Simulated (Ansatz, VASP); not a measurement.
## Two plane-wave programs on Sn

```
CELL_PARAMETERS angstrom
-1.89628 1.89628 1.89628
1.89628 -1.89628 1.89628
1.89628 1.89628 -1.89628
ATOMIC_POSITIONS crystal
Sn 0.00000 0.00000 0.00000
```

Alike in both runs: task single point; functional RPBE; k mesh 13 × 13 × 13; occupations fermi-dirac, width 0.1 eV; no spin polarisation.

|  | VASP | Ansatz |
| --- | --- | --- |
| version | VASP 6.6.1 | Ansatz 0.2.0 |
| potentials or method | VASP PAW PBE potentials, release 64 (Sn_d), cutoff 520 eV | plane waves (420 eV) with PAW, scalar-relativistic |
| valence electrons in the cell | 14 | 14 |

```csv
,VASP,Ansatz,Ansatz less VASP
pressure (GPa),2.2,2.2,+0.04
```

VASP's potentials were made for PBE, not for RPBE.
